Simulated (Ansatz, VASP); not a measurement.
# Two plane-wave programs on SiC

POSCAR

```
SiC
1.0
    0.0000000000      2.0909302570      2.2323129173
    2.0909302570      0.0000000000      2.2323129173
    2.0909302570      2.0909302570      0.0000000000
Si C
1 1
Direct
    0.0000000000      0.0000000000      0.0000000000
    0.2500000000      0.2500000000      0.2500000000
```

Contents of INCAR.step1:

```
SYSTEM = SiC
  PREC = Accurate
  ENCUT = 520
  ISMEAR = 0
  SIGMA = 0.01
  LREAL = .False.
  LASPH = .True.
  NELM = 60
  NBANDS = 11
  GGA = PE
  ALGO = Normal
  EDIFF = 1E-4
  LWAVE = .True.
  LCHARG = .False.
```

INCAR.step2

```
SYSTEM = SiC
  PREC = Accurate
  ENCUT = 520
  EDIFF = 1E-6
  ISMEAR = 0
  SIGMA = 0.01
  LREAL = .False.
  LASPH = .True.
  NELM = 60
  ALGO = Normal
  ISIF = 2
  LWAVE = .False.
  LCHARG = .True.
  METAGGA = R2SCAN
  LMIXTAU = .True.
  LELF = .True.
  LVHAR = .True.
  NBANDS = 11
  ISTART = 1
```

Contents of KPOINTS:

```
Automatic mesh
0
Gamma
  10 10 10
  0 0 0
```

Input for Ansatz:

```yaml
crystal:
  lattice:
    - [0.0, 2.090930257, 2.2323129173]
    - [2.090930257, 0.0, 2.2323129173]
    - [2.090930257, 2.090930257, 0.0]
  atoms:
    - { symbol: Si, position: [0.0, 0.0, 0.0] }
    - { symbol: C, position: [0.25, 0.25, 0.25] }
kpoints:
  mp_grid: { grid: [10, 10, 10] }
  band_path:
    path:
      - [0.0, 0.0, 0.0]
      - [-0.5, -0.5, 0.0]
      - [-0.375, -0.375, 0.25]
      - [-0.375, 0.0, 0.375]
      - [0.0, 0.0, 0.5]
      - [-0.5, -0.25, 0.25]
      - [0.072917, 0.072917, 0.145833]
      - [0.0, 0.5, 0.5]
    npoints: 1
hamiltonian:
  xc: r2scan
scf:
  occupations: { method: fixed }
  n_extra_bands: 4
output:
  forces: true
  stress: true
  eigenvalues: true
```

Change from the starting cell: epitaxial_xy strain -4.0%.

Alike in both runs: task single point; functional r2SCAN; k mesh 10 × 10 × 10; no spin polarisation.

```csv
,VASP,Ansatz
version,VASP 6.6.1,Ansatz 0.2.0
potentials or method,"VASP PAW PBE potentials, release 64 (Si, C)","plane waves, PAW"
plane-wave cutoff (eV),520,500
occupations,"gaussian, width 0.01 eV",fixed
valence electrons in the cell,8,8
```

```tsv
	VASP	Ansatz	Ansatz less VASP
gap on the k mesh at the Fermi level (eV)	1.31	1.30	-0.012
pressure (GPa)	13.9	14.2	+0.24
traceless stress, the component that is largest in VASP (GPa)	-14.24	-14.17	+0.065
```

VASP's potentials were made for PBE, not for r2SCAN.
